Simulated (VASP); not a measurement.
# TePb (Pm-3m) in VASP: elastic constants with LDA

Aim: the elastic constants of TePb with LDA.

All numbers are computed with VASP 6.6.1; they aren't measurements. Logs are shortened: lines on timing, memory, paths and dates and some standing lists are left out, and cuts for length are marked.

### Step 1. The cell of the first run

The structure is cubic, space group Pm-3m (No. 221). Conventional cell: a = 3.875 Å, b = 3.875 Å, c = 3.875 Å, α = 90.00°, β = 90.00°, γ = 90.00°. Within 4.4 Å of Te (site symmetry m-3m) lie 8 Pb at 3.36 Å and 6 Te at 3.87 Å. Pb (site symmetry m-3m) has 8 Te at 3.36 Å and 6 Pb at 3.87 Å within 4.4 Å.

### Step 2. Elastic constants, LDA

INCAR reads:

```
ALGO = Normal
EDIFF = 1E-8
ENCUT = 600
GGA = CA
IBRION = 6
ISIF = 3
ISMEAR = -1
LASPH = T
LCHARG = T
LREAL = F
LWAVE = F
NBANDS = 17
NELM = 80
NFREE = 2
NSW = 1
POTIM = 0.015
PREC = Accurate
SIGMA = 0.1
```

KPOINTS reads:

```
k-points
0
Gamma
  12 12 12
```

POSCAR reads:

```
TePb
1.0
    3.8748337044      0.0000000000      0.0000000000
    0.0000000000      3.8748337044      0.0000000000
    0.0000000000      0.0000000000      3.8748337044
Te Pb
1 1
Direct
    0.5000000000      0.5000000000      0.5000000000
    0.0000000000      0.0000000000      0.0000000000
```

Potentials or basis: VASP PAW LDA potentials, release 64 (Te, Pb_d).

Run with:

```
cat potpaw_LDA.64/Te/POTCAR potpaw_LDA.64/Pb_d/POTCAR > POTCAR
mpirun -np 1 vasp_std > vasp.out
```

OUTCAR:

```text
EDIFF = 1E-8
   ENCUT = 600
   GGA = CA
   IBRION = 6
   ISIF = 3
   ISMEAR = -1
   LASPH = T
   LREAL = F
   NELM = 80
   NFREE = 2
   NSW = 1
   POTIM = 0.015
   PREC = Accurate

 ion  position               nearest neighbor table
   1  0.500  0.500  0.500-   2 3.36   2 3.36   2 3.36   2 3.36   2 3.36   2 3.36   2 3.36   2 3.36

   2  0.000  0.000  0.000-   1 3.36   1 3.36   1 3.36   1 3.36   1 3.36   1 3.36   1 3.36   1 3.36

  LATTYP: Found a simple cubic cell.
 ALAT       =     3.8748337044

  Lattice vectors:

 A1 = (   3.8748337044,   0.0000000000,   0.0000000000)
 A2 = (   0.0000000000,   3.8748337044,   0.0000000000)
 A3 = (   0.0000000000,   0.0000000000,   3.8748337044)

Analysis of symmetry for initial positions (statically):
=====================================================================
 Subroutine PRICEL returns:
 Original cell was already a primitive cell.

 Routine SETGRP: Setting up the symmetry group for a
 simple cubic supercell.

 Subroutine GETGRP returns: Found 48 space group operations
 (whereof 48 operations were pure point group operations)
 out of a pool of 48 trial point group operations.

The static configuration has the point symmetry O_h .

Analysis of symmetry for dynamics (positions and initial velocities):
=====================================================================
 Subroutine PRICEL returns:
 Original cell was already a primitive cell.

 Routine SETGRP: Setting up the symmetry group for a
 simple cubic supercell.

 Subroutine GETGRP returns: Found 48 space group operations
 (whereof 48 operations were pure point group operations)
 out of a pool of 48 trial point group operations.

The dynamic configuration has the point symmetry O_h .

 Subroutine INISYM returns: Found 48 space group operations
 (whereof 48 operations are pure point group operations),
 and found     1 'primitive' translations

----------------------------------------------------------------------------------------

                                     Primitive cell

  volume of cell :      58.1781

  direct lattice vectors                    reciprocal lattice vectors
     3.874833704  0.000000000  0.000000000     0.258075591  0.000000000  0.000000000
     0.000000000  3.874833704  0.000000000     0.000000000  0.258075591  0.000000000
     0.000000000  0.000000000  3.874833704     0.000000000  0.000000000  0.258075591

  length of vectors
     3.874833704  3.874833704  3.874833704     0.258075591  0.258075591  0.258075591

  position of ions in fractional coordinates (direct lattice)
     0.500000000  0.500000000  0.500000000
     0.000000000  0.000000000  0.000000000

  ion indices of the primitive-cell ions
   primitive index   ion index
                 1           1
                 2           2

----------------------------------------------------------------------------------------

 KPOINTS: k-points

Automatic generation of k-mesh.
 Grid dimensions read from file:
 generate k-points for:   12   12   12

 Generating k-lattice:

  Cartesian coordinates                     Fractional coordinates (reciprocal lattice)
[... 103 lines left out ...]
 Free energy of the ion-electron system (eV)
  ---------------------------------------------------
  ext. energy  EPLUGINS =         0.00000000
  ---------------------------------------------------
  free energy    TOTEN  =        -8.40550614 eV

  energy without entropy =       -8.36578306  energy(sigma->0) =       -8.38564460

------------------------ aborting loop because EDIFF is reached ----------------------------------------

  FORCE on cell =-STRESS in cart. coord.  units (eV):
  Direction    XX          YY          ZZ          XY          YZ          ZX
  --------------------------------------------------------------------------------------
  -------------------------------------------------------------------------------------
  Total        0.0303094      0.0303094      0.0303094      0.0000000      0.0000000     -0.0000000
  in kB        0.8346959      0.8346959      0.8346959      0.0000000      0.0000000     -0.0000000
  external PRESSURE =       0.8346959 kB  Pullay stress =       0.0000000 kB
[... 89 lines left out ...]
  FREE ENERGIE OF THE ION-ELECTRON SYSTEM (eV)
  ---------------------------------------------------
  free  energy   TOTEN  =        -8.4022544515 eV

  energy  without entropy=       -8.3627079130  energy(sigma->0) =       -8.38248118

[... ionic steps 4 to 14 ...]

--------------------------------------- Ionic step       15  -------------------------------------------

 number of electron      20.0000002 magnetization

------------------------ aborting loop because EDIFF is reached ----------------------------------------
[... 67 lines left out ...]
--------------------------------------- Ionic step       17  -------------------------------------------

 number of electron      20.0000003 magnetization

 Free energy of the ion-electron system (eV)
  ---------------------------------------------------
  ext. energy  EPLUGINS =         0.00000000
  ---------------------------------------------------
  free energy    TOTEN  =        -8.40548901 eV

  energy without entropy =       -8.36577523  energy(sigma->0) =       -8.38563212

 E-fermi :   7.2724     XC(G=0): -10.3702

 val. band max:        7.2690069057   @ k =   0.1667   0.0000   0.5000
 cond. band min:       7.2725450357   @ k =   0.5000   0.5000   0.0833
 fundamental gap:      0.0035381299
 Fermi energy:         7.2724064695

 k-point     1 :       0.0000    0.0000    0.0000
  band No.  band energies     occupation
      1      -9.7165      2.00000
      2      -9.7165      2.00000
      3      -9.6047      2.00000
      4      -9.6047      2.00000
      5      -9.6047      2.00000
      6      -5.5246      2.00000
[... 457 lines left out ...]
      4      -9.6268      2.00000
      5      -9.5820      2.00000
      6      -3.4268      2.00000
[... 9 lines left out ...]
     16      15.7351      0.00000
     17      16.5498      0.00000

 [... further k-points ...]

------------------------ aborting loop because EDIFF is reached ----------------------------------------

  FORCE on cell =-STRESS in cart. coord.  units (eV):
  Direction    XX          YY          ZZ          XY          YZ          ZX
  --------------------------------------------------------------------------------------
  -------------------------------------------------------------------------------------
  Total        0.0317837      0.0314138      0.0314138      0.0000000      0.0000000      0.0000000
  in kB        0.8752991      0.8651109      0.8651109      0.0000000      0.0000000      0.0000000
  external PRESSURE =       0.8685070 kB  Pullay stress =       0.0000000 kB
[... 17 lines left out ...]
  FREE ENERGIE OF THE ION-ELECTRON SYSTEM (eV)
  ---------------------------------------------------
  free  energy   TOTEN  =        -8.4054890142 eV

  energy  without entropy=       -8.3657752321  energy(sigma->0) =       -8.38563212

 INTERNAL STRAIN TENSORS FROM STRAINED CELLS
 ============================================

 INTERNAL STRAIN TENSOR FOR ION    1 for displacements in x,y,z  (eV/Angst):
          X           Y           Z          XY          YZ          ZX
  --------------------------------------------------------------------------------
  x     0.00000     0.00000     0.00000     0.00000     0.00000    -0.00000
  y     0.00000     0.00000     0.00000     0.00000     0.00000     0.00000
  z     0.00000     0.00000     0.00000     0.00000     0.00000     0.00000

 INTERNAL STRAIN TENSORS FROM DISPLACED ATOMS
 ============================================

 INTERNAL STRAIN TENSOR FOR ION    1 for displacements in x,y,z  (eV/Angst):
          X           Y           Z          XY          YZ          ZX
  --------------------------------------------------------------------------------
  x     0.00000     0.00000     0.00000     0.00000     0.00000     0.00000
  y     0.00000     0.00000     0.00000     0.00000     0.00000     0.00000
  z     0.00000     0.00000     0.00000     0.00000     0.00000     0.00000

 INTERNAL STRAIN TENSOR FOR ION    2 for displacements in x,y,z  (eV/Angst):
          X           Y           Z          XY          YZ          ZX
  --------------------------------------------------------------------------------
  x     0.00000     0.00000     0.00000     0.00000     0.00000     0.00000
  y     0.00000     0.00000     0.00000     0.00000     0.00000     0.00000
  z     0.00000     0.00000     0.00000     0.00000     0.00000     0.00000

 Eigenvectors and eigenvalues of the dynamical matrix
 ----------------------------------------------------

   1 f  =    0.699223 THz     4.393346 2PiTHz   23.323561 cm-1     2.891752 meV
             X         Y         Z           dx          dy          dz
      1.937417  1.937417  1.937417    -0.000000    0.788184    0.000000
      0.000000  0.000000  0.000000    -0.000000   -0.615440    0.000000
[... 21 lines left out ...]
   6 f/i=    0.001698 THz     0.010668 2PiTHz    0.056636 cm-1     0.007022 meV
             X         Y         Z           dx          dy          dz
      1.937417  1.937417  1.937417    -0.615440   -0.000000   -0.000000
      0.000000  0.000000  0.000000    -0.788184    0.000000    0.000000

--------------------------------------------------------------------------------------------------------

 ELASTIC MODULI CONTR FROM IONIC RELAXATION (kBar)
 Direction    XX          YY          ZZ          XY          YZ          ZX
 --------------------------------------------------------------------------------
 XX           0.0000      0.0000      0.0000      0.0000      0.0000      0.0000
 YY           0.0000      0.0000      0.0000      0.0000      0.0000      0.0000
 ZZ           0.0000      0.0000      0.0000      0.0000      0.0000      0.0000
 XY           0.0000      0.0000      0.0000      0.0000      0.0000      0.0000
 YZ           0.0000      0.0000      0.0000      0.0000      0.0000      0.0000
 ZX           0.0000      0.0000      0.0000      0.0000      0.0000      0.0000
 --------------------------------------------------------------------------------

 TOTAL ELASTIC MODULI (kBar)
 Direction    XX          YY          ZZ          XY          YZ          ZX
 --------------------------------------------------------------------------------
 XX         680.2054    448.9540    448.9540      0.0000      0.0000     -0.0000
 YY         448.9540    680.2054    448.9540     -0.0000      0.0000      0.0000
 ZZ         448.9540    448.9540    680.2054     -0.0000     -0.0000      0.0000
 XY           0.0000     -0.0000     -0.0000    167.1707      0.0000      0.0000
 YZ           0.0000      0.0000     -0.0000      0.0000    167.1707      0.0000
 ZX          -0.0000      0.0000      0.0000      0.0000      0.0000    167.1707
 --------------------------------------------------------------------------------
```

Wall time 60 min (1 thread of Oxide Virtual Turin-like, shared host); peak memory 0.95 GiB.

Results:

* Elastic constants C11, C12, C44: 68, 45, 17 GPa
* Voigt bulk modulus: 53 GPa
* Highest phonon frequency at Γ, LO-TO splitting left out: 23 cm⁻¹

Phonon frequencies in cm⁻¹ (negative: imaginary):
```
              q point     frequencies
(0.000, 0.000, 0.000)  0 0 0 23 23 23
```

Elastic tensor in Voigt notation (GPa, in the Cartesian axes of the cell as first typed):
```
68 45 45  0  0  0
45 68 45  0  0  0
45 45 68  0  0  0
 0  0  0 17  0  0
 0  0  0  0 17  0
 0  0  0  0  0 17
```

Clamped-ion elastic tensor (GPa):
```
68 45 45  0  0  0
45 68 45  0  0  0
45 45 68  0  0  0
 0  0  0 17  0  0
 0  0  0  0 17  0
 0  0  0  0  0 17
```

Caveat: spin-orbit coupling is left out, which moves the levels of the heavy elements.
